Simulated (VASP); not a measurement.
Runs of VASP 6.6.1 on Pt. The structure is that of space group Fm-3m (No. 225), or close to it. The cells are those of the table. 

| cell | gap on the mesh (eV) | pressure (GPa) |
| --- | --- | --- |
| a = 2.734, b = 2.734, c = 2.700 Å, angles 60.4, 60.4, 59.2°, 1 atom | none | 17.2 |
| a = 2.804, b = 2.804, c = 2.838 Å, angles 59.6, 59.6, 60.8°, 1 atom | none | -12.3 |
| a = 2.667, b = 2.667, c = 2.561 Å, angles 61.3, 61.3, 57.4°, 1 atom | none | 70.0 |
| a = 2.701, b = 2.701, c = 2.630 Å, angles 60.9, 60.9, 58.3°, 1 atom | none | (a) |

Alike in all rows: task single point; level PBEsol; potentials or basis VASP PAW PBE potentials, release 64 (Pt); no spin polarisation; k mesh 20 × 20 × 20; cutoff (eV) 520; smearing gaussian 0.15 eV.

Question: Fill in the values left out.

Answer: (a) 39.8.

Caveats: the PAW data sets were made with another functional, which shifts forces and pressure a little; spin-orbit coupling is left out, which moves the levels of the heavy elements.

A k mesh can miss the band edges, and the runs leave out spin-orbit coupling on Pt.

A gap of «none» marks levels without a gap at the run's occupations.
